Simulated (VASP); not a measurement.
# In (P6/mmm) in VASP: a series of runs

The runs below take In through single point, relaxation of cell and atoms, with PBEsol.

All numbers are computed with VASP 6.6.1; they aren't measurements. Logs are shortened: lines on timing, memory, paths and dates and some standing lists are left out, and cuts for length are marked.

### 1 The cell of the first run

Symmetry: P6/mmm, No. 191, hexagonal system. The conventional cell has a = 5.261 Å, b = 5.261 Å, c = 3.247 Å, α = 90.00°, β = 90.00°, γ = 120.00°. In (site symmetry 6/mmm) has 14 In at 3.25 to 3.44 Å within 4.3 Å. In (site symmetry -6m2) has 11 In at 3.04 to 3.44 Å within 4.0 Å.

This isn't the form of In at room conditions, which is tetragonal.

### 2 Single point, PBEsol

File INCAR:

```
PREC     = Accurate       # precision mode
ENCUT    = 520            # plane-wave cutoff, eV
EDIFF    = 1E-7           # SCF threshold, eV
ISMEAR   = -1             # smearing method
SIGMA    = 0.1            # smearing width, eV
LREAL    = F              # projectors in reciprocal space
LASPH    = T              # aspherical terms in the spheres
NELM     = 100            # most SCF steps
ALGO     = Normal         # electronic algorithm
ISIF     = 2              # what is computed and relaxed
LWAVE    = F              # write WAVECAR
LCHARG   = F              # write CHGCAR
GGA      = PS             # functional
NBANDS   = 26             # bands
```

File KPOINTS:

```
regular mesh
0
Gamma
  9 9 13
```

File POSCAR:

```
In
1.0
    5.2605294949      0.0000000000      0.0000000000
   -2.6302647475      4.5557521800      0.0000000000
    0.0000000000      0.0000000000      3.2469032438
In
3
Direct
    0.0000000000      1.0000000000      0.0000000000
    0.3333333333      0.6666666667      0.5000000000
    0.6666666667      0.3333333333      0.5000000000
```

Potentials or basis: VASP PAW PBE potentials, release 64 (In_d).

Launch:

```sh
$ cat potpaw_PBE.64/In_d/POTCAR > POTCAR
$ mpirun -np 1 vasp_std > vasp.out
```

OUTCAR:

```text
PREC = Accurate
   ENCUT = 520
   EDIFF = 1E-7
   ISMEAR = -1
   LREAL = F
   LASPH = T
   NELM = 100
   ISIF = 2
   GGA = PS

 ion  position               nearest neighbor table
   1  0.000  0.000  0.000-   2 3.44   3 3.44   2 3.44   3 3.44   3 3.44   3 3.44   2 3.44   2 3.44
                             3 3.44   3 3.44   2 3.44   2 3.44
   2  0.333  0.667  0.500-   3 3.04   3 3.04   3 3.04   1 3.44   1 3.44   1 3.44   1 3.44   1 3.44
                             1 3.44
   3  0.667  0.333  0.500-   2 3.04   2 3.04   2 3.04   1 3.44   1 3.44   1 3.44   1 3.44   1 3.44
                             1 3.44

  LATTYP: Found a hexagonal cell.
 ALAT       =     5.2605294949
 C/A-ratio  =     0.6172198534

  Lattice vectors:

 A1 = (   5.2605294949,   0.0000000000,   0.0000000000)
 A2 = (  -2.6302647475,   4.5557521800,   0.0000000000)
 A3 = (   0.0000000000,   0.0000000000,   3.2469032438)

Analysis of symmetry for initial positions (statically):
=====================================================================
 Subroutine PRICEL returns:
 Original cell was already a primitive cell.

 Routine SETGRP: Setting up the symmetry group for a
 hexagonal supercell.

 Subroutine GETGRP returns: Found 24 space group operations
 (whereof 24 operations were pure point group operations)
 out of a pool of 24 trial point group operations.

The static configuration has the point symmetry D_6h.

Analysis of symmetry for dynamics (positions and initial velocities):
=====================================================================
 Subroutine PRICEL returns:
 Original cell was already a primitive cell.

 Routine SETGRP: Setting up the symmetry group for a
 hexagonal supercell.

 Subroutine GETGRP returns: Found 24 space group operations
 (whereof 24 operations were pure point group operations)
 out of a pool of 24 trial point group operations.

The dynamic configuration has the point symmetry D_6h.

 Subroutine INISYM returns: Found 24 space group operations
 (whereof 24 operations are pure point group operations),
 and found     1 'primitive' translations

----------------------------------------------------------------------------------------

                                     Primitive cell

  volume of cell :      77.8142

  direct lattice vectors                    reciprocal lattice vectors
     5.260529495  0.000000000  0.000000000     0.190094933  0.109751361  0.000000000
    -2.630264748  4.555752180  0.000000000     0.000000000  0.219502721  0.000000000
     0.000000000  0.000000000  3.246903244     0.000000000  0.000000000  0.307985771

  length of vectors
     5.260529495  5.260529495  3.246903244     0.219502721  0.219502721  0.307985771

  position of ions in fractional coordinates (direct lattice)
     0.000000000  0.000000000  0.000000000
     0.333333333  0.666666667  0.500000000
     0.666666667  0.333333333  0.500000000

  ion indices of the primitive-cell ions
   primitive index   ion index
                 1           1
                 2           2
                 3           3

----------------------------------------------------------------------------------------

 KPOINTS: regular mesh

Automatic generation of k-mesh.
 Grid dimensions read from file:
 generate k-points for:    9    9   13

 Generating k-lattice:

  Cartesian coordinates                     Fractional coordinates (reciprocal lattice)
     0.021121659  0.012194596  0.000000000     0.111111111  0.000000000  0.000000000
     0.000000000  0.024389191  0.000000000     0.000000000  0.111111111  0.000000000
     0.000000000  0.000000000  0.023691213     0.000000000  0.000000000  0.076923077

  Length of vectors
     0.024389191  0.024389191  0.023691213

  Shift w.r.t. Gamma in fractional coordinates (k-lattice)
     0.000000000  0.000000000  0.000000000

 Subroutine IBZKPT returns following result:
 ===========================================

 Found     84 irreducible k-points:

 Following reciprocal coordinates:
            Coordinates               Weight
  0.000000  0.000000  0.000000      1.000000
  0.111111 -0.000000  0.000000      6.000000
  0.222222  0.000000  0.000000      6.000000
  0.333333  0.000000  0.000000      6.000000
  0.444444  0.000000  0.000000      6.000000
  0.111111  0.111111  0.000000      6.000000
[... 16 lines left out ...]
  0.333333  0.222222  0.076923     24.000000
  0.333333  0.333333  0.076923      4.000000
 [... further k-points ...]
   k-points           NKPTS =     84   k-points in BZ     NKDIM =     84   number of bands    NBANDS=     26
   number of dos      NEDOS =    301   number of ions     NIONS =      3
   total plane-waves  NPLWV =  38400
   dimension x,y,z NGX =    40 NGY =   40 NGZ =   24
   dimension x,y,z NGXF=    80 NGYF=   80 NGZF=   48
   ions per type =               3
   NGX,Y,Z   is equivalent  to a cutoff of  12.64, 12.64, 12.29 a.u.
   NGXF,Y,Z  is equivalent  to a cutoff of  25.28, 25.28, 24.58 a.u.
 SYSTEM =  unknown system
   PREC   = accura    normal or accurate (medium, high low for compatibility)
   ISTART =      0    job   : 0-new  1-cont  2-samecut
   ICHARG =      2    charge: 1-file 2-atom 10-const
   ISPIN  =      1    spin polarized calculation?
   LNONCOLLINEAR =      F non collinear calculations
   LSORBIT =      F    spin-orbit coupling
   LASPH  =      T    aspherical Exc in radial PAW
   ENCUT  =  520.0 eV  38.22 Ry    6.18 a.u.   9.78  9.78  6.04*2*pi/ulx,y,z
   NELM   =    100;   NELMIN=  2; NELMDL= -5     # of ELM steps
   EDIFF  = 0.1E-06   stopping-criterion for ELM
   LREAL  =      F    real-space projection
   EDIFFG = 0.1E-05   stopping-criterion for IOM
   NSW    =      0    number of steps for IOM
   IBRION =     -1    ionic relax: 0-MD 1-quasi-New 2-CG
   NFREE  =      0    steps in history (QN), initial steepest desc. (CG)
   ISIF   =      2    stress and relaxation
   ISYM   =      2    0-nonsym 1-usesym 2-fastsym
   POTIM  = 0.5000    time-step for ionic-motion
   TEBEG  =    0.0;   TEEND  =   0.0 temperature during run
   PSTRESS=    0.0 pullay stress
   NELECT =      39.0000    total number of electrons
   NUPDOWN=      -1.0000    fix difference up-down
   EMIN   =  10.00;   EMAX   =-10.00  energy-range for DOS
   EFERMI =   0.00;   METHOD = LEGACY
   ISMEAR =    -1;   SIGMA  =   0.10  broadening in eV -4-tet -1-fermi 0-gaus
   EFERMI_NEDOS =   21; number of points for ismear=-14 and -15
   IALGO  =     38    algorithm
   IMIX   =      4    mixing-type and parameters
     AMIX     =   0.40;   BMIX     =  1.00
     AMIX_MAG =   1.60;   BMIX_MAG =  1.00
  volume/ion in A,a.u.               =      25.94       175.04
  Fermi-wavevector in a.u.,A,eV,Ry     =   1.300399  2.457398 23.007974  1.691038
  Thomas-Fermi vector in A             =   2.431601
   LORBIT       =      0    0 simple, 1 ext, 2 COOP (PROOUT), +10 PAW based schemes
   GGA     = PS    functional components
   LHFCALC =     F    Hartree Fock is set to
   AEXX    =    0.0000 exact exchange contribution
   IVDW    =     0    specifies the selected vdW correction
   LEPSILON=     F    determine dielectric tensor
   LRPA    =     F    only Hartree local field effects (RPA)
 non-spin polarized calculation
  energy-cutoff  :      520.00
  volume of cell :       77.81
 maximum number of plane-waves:      2118
 NGX is ok and might be reduce to    40
   NGX = 19   NGY = 19   NGZ = 13

 number of electron      38.9999992 magnetization

 Free energy of the ion-electron system (eV)
  ---------------------------------------------------
  ext. energy  EPLUGINS =         0.00000000
  ---------------------------------------------------
  free energy    TOTEN  =        -8.88766004 eV

  energy without entropy =       -8.83555434  energy(sigma->0) =       -8.86160719

 E-fermi :   7.4493     XC(G=0): -10.4407

 val. band max:        7.4396219822   @ k =   0.2222   0.2222   0.2308
 cond. band min:       7.4800116503   @ k =   0.2222   0.1111   0.0769
 fundamental gap:      0.0403896681
 Fermi energy:         7.4492792720

 k-point     1 :       0.0000    0.0000    0.0000
  band No.  band energies     occupation
      1      -7.3729      2.00000
      2      -7.1264      2.00000
      3      -7.1207      2.00000
      4      -7.1207      2.00000
      5      -7.1007      2.00000
      6      -6.9928      2.00000
[... 18 lines left out ...]
     25      18.5679      0.00000
     26      18.5766      0.00000

 k-point     2 :       0.1111   -0.0000    0.0000
  band No.  band energies     occupation
      1      -7.3666      2.00000
      2      -7.1591      2.00000
      3      -7.1441      2.00000
      4      -7.1303      2.00000
      5      -7.0835      2.00000
      6      -7.0111      2.00000
[... 18 lines left out ...]
     25      17.8359      0.00000
     26      18.1117      0.00000

 k-point     3 :       0.2222    0.0000    0.0000
  band No.  band energies     occupation
      1      -7.3501      2.00000
      2      -7.2162      2.00000
      3      -7.1877      2.00000
      4      -7.1427      2.00000
      5      -7.0904      2.00000
      6      -7.0364      2.00000
[... 18 lines left out ...]
     25      16.0417      0.00000
     26      16.6567      0.00000

 k-point     4 :       0.3333    0.0000    0.0000
  band No.  band energies     occupation
      1      -7.3300      2.00000
      2      -7.2668      2.00000
      3      -7.2235      2.00000
      4      -7.1612      2.00000
      5      -7.1014      2.00000
      6      -7.0556      2.00000
[... 18 lines left out ...]
     25      14.8919      0.00000
     26      15.9482      0.00000

 k-point     5 :       0.4444    0.0000    0.0000
  band No.  band energies     occupation
      1      -7.3219      2.00000
      2      -7.2883      2.00000
      3      -7.2425      2.00000
      4      -7.1765      2.00000
      5      -7.1067      2.00000
      6      -7.0657      2.00000
[... 18 lines left out ...]
     25      13.9455      0.00000
     26      14.8791      0.00000

 k-point     6 :       0.1111    0.1111    0.0000
  band No.  band energies     occupation
      1      -7.3552      2.00000
      2      -7.1927      2.00000
      3      -7.1887      2.00000
      4      -7.1331      2.00000
      5      -7.0848      2.00000
      6      -7.0243      2.00000
[... 427 lines left out ...]
 k-point    21 :       0.4444    0.1111    0.0769
  band No.  band energies     occupation
      1      -7.3159      2.00000
      2      -7.2729      2.00000
      3      -7.2545      2.00000
      4      -7.1511      2.00000
      5      -7.0931      2.00000
      6      -7.0643      2.00000
[... 18 lines left out ...]
     25      13.4859      0.00000
     26      14.4437      0.00000

 k-point    22 :       0.2222    0.2222    0.0769
  band No.  band energies     occupation
      1      -7.3118      2.00000
      2      -7.2683      2.00000
      3      -7.2497      2.00000
      4      -7.1318      2.00000
      5      -7.0941      2.00000
      6      -7.0547      2.00000
[... 18 lines left out ...]
     25      14.8234      0.00000
     26      14.9196      0.00000

 k-point    23 :       0.3333    0.2222    0.0769
  band No.  band energies     occupation
      1      -7.3172      2.00000
      2      -7.2737      2.00000
      3      -7.2638      2.00000
      4      -7.1379      2.00000
      5      -7.0939      2.00000
      6      -7.0638      2.00000
[... 18 lines left out ...]
     25      14.4077      0.00000
     26      14.6397      0.00000

 k-point    24 :       0.3333    0.3333    0.0769
  band No.  band energies     occupation
      1      -7.3220      2.00000
      2      -7.2712      2.00000
      3      -7.2712      2.00000
      4      -7.1354      2.00000
      5      -7.0841      2.00000
      6      -7.0841      2.00000
[... 18 lines left out ...]
     25      15.0619      0.00000
     26      15.0712      0.00000

 [... further k-points ...]

------------------------ aborting loop because EDIFF is reached ----------------------------------------

  FORCE on cell =-STRESS in cart. coord.  units (eV):
  Direction    XX          YY          ZZ          XY          YZ          ZX
  --------------------------------------------------------------------------------------
  -------------------------------------------------------------------------------------
  Total        0.3260775      0.3260775     -0.5039727     -0.0000000      0.0000000     -0.0000000
  in kB        6.7138645      6.7138645    -10.3766859     -0.0000000      0.0000000     -0.0000000
  external PRESSURE =       1.0170143 kB  Pullay stress =       0.0000000 kB

 VOLUME and BASIS-vectors are now :
 -----------------------------------------------------------------------------
  energy-cutoff  :      520.00
  volume of cell :       77.81
      direct lattice vectors                 reciprocal lattice vectors
     5.260529495  0.000000000  0.000000000     0.190094933  0.109751361  0.000000000
    -2.630264748  4.555752180  0.000000000     0.000000000  0.219502721  0.000000000
     0.000000000  0.000000000  3.246903244     0.000000000  0.000000000  0.307985771

 POSITION                                       TOTAL-FORCE (eV/Angst)
 -----------------------------------------------------------------------------------
      0.00000      0.00000      0.00000        -0.000000      0.000000      0.000000
     -0.00000      3.03717      1.62345         0.000000     -0.000000      0.000000
      2.63026      1.51858      1.62345        -0.000000     -0.000000      0.000000
 -----------------------------------------------------------------------------------
    total drift:                               -0.000000      0.000000      0.000000

  FREE ENERGIE OF THE ION-ELECTRON SYSTEM (eV)
  ---------------------------------------------------
  free  energy   TOTEN  =        -8.8876600403 eV

  energy  without entropy=       -8.8355543406  energy(sigma->0) =       -8.86160719
```

Wall time 2.8 min (1 thread of Intel Xeon 8259CL, shared host); peak memory 0.27 GiB.

Results:

```
Free energy            : -8.8877 eV
Pressure               : 0.1 GPa
Band gap on the k mesh : zero (an odd number of electrons rules out a gap without spin polarisation)
```

Levels at points of the mesh, in eV from the Fermi level:
| k point | band 17 | band 18 | band 19 | band 20 | band 21 | band 22 |
| --- | --- | --- | --- | --- | --- | --- |
| (0.00, 0.00, 0.00) | -2.72 | -2.48 | -1.04 | -1.04 | -0.92 | -0.92 |

Caveat: the PAW data sets were made with another functional, which shifts forces and pressure a little; spin-orbit coupling is left out, which moves the levels of the heavy elements.

(Part 1 of 2 ends here.)
